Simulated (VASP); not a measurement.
Crystal: Sc2As3Se3.

```
Sc As Se
1.0
     2.89098    1.66911    6.71530
    -2.89098    1.66911    6.71530
     0.00000   -3.33822    6.71530
Sc As Se
2 3 3
Direct
  0.74340 0.74340 0.74340
  0.25660 0.25660 0.25660
  0.50000 0.50000 0.00000
  0.00000 0.50000 0.50000
  0.50000 0.00000 0.50000
  0.50000 0.50000 0.50000
  0.09250 0.09250 0.09250
  0.90750 0.90750 0.90750
```

The cell was generated, and may not be a known phase.

- Program: VASP 6.6.1
- Task: relaxation of cell and atoms
- Functional: PBE
- Potentials or basis: VASP PAW PBE potentials, release 64 (Sc_sv, As, Se)
- Cutoff: 600 eV
- k mesh: 4 × 4 × 4
- Occupations: gaussian, width 0.2 eV
- Spin: no spin polarisation

At the start: pressure 8.7 GPa; volume 24.30 Å³/atom.

**Question.** How do energy, volume and symmetry change on relaxing?

**Answer.** Over 17 steps the energy falls by 789.7 meV/atom and the volume is 21.81 Å³/atom (-10.3 %); space group R-3m (No. 166, to 0.1 Å) before and after.

Step by step:
| step | energy change (eV) | largest force (eV/Å) | pressure (GPa) | volume (Å³) |
| --- | --- | --- | --- | --- |
| 1 | 0.0000 | 9.6966 | 8.72 | 194.42 |
| 2 | -2.8311 | 0.8842 | -10.34 | 233.52 |
| 3 | -3.3859 | 1.3678 | -7.29 | 219.24 |
| 4 | -5.0130 | 1.3433 | -4.72 | 191.57 |
| 5 | -5.8061 | 1.2101 | 2.07 | 166.57 |
| 6 | -5.8086 | 1.1491 | 3.88 | 162.58 |
| 7 | -6.1128 | 0.2474 | 3.22 | 163.69 |
| 8 | -6.1310 | 0.3217 | 3.39 | 164.03 |
| 9 | -6.1991 | 0.5510 | -2.12 | 176.93 |
| 10 | -6.2277 | 0.3806 | -0.34 | 172.17 |
| 11 | -6.2572 | 0.3669 | -0.21 | 172.32 |
| 12 | -6.3041 | 0.2607 | 0.31 | 172.64 |
| 13 | -6.3058 | 0.2195 | 0.48 | 172.69 |
| 14 | -6.3151 | 0.0299 | -0.49 | 176.01 |
| 15 | -6.3161 | 0.0744 | -0.27 | 175.23 |
| 16 | -6.3171 | 0.0969 | 0.30 | 173.97 |
| 17 | -6.3179 | 0.0590 | 0.07 | 174.47 |

Final structure:
```xyz
8
Lattice="2.5487 1.4715 7.7534 -2.5487 1.4715 7.7534 0.0000 -2.9430 7.7534" Properties=species:S:1:pos:R:3 pbc="T T T"
Sc    0.0000    0.0000   18.1938
Sc    0.0000    0.0000    5.0664
As    0.0000    1.4715    7.7534
As   -1.2743   -0.7357    7.7534
As    1.2743   -0.7357    7.7534
Se    0.0000    0.0000   11.6301
Se    0.0000    0.0000    2.4526
Se    0.0000    0.0000   20.8077
```

Caveat: the relaxation stopped at a loose force limit of 0.08 eV/Å, so its end isn't a converged minimum.
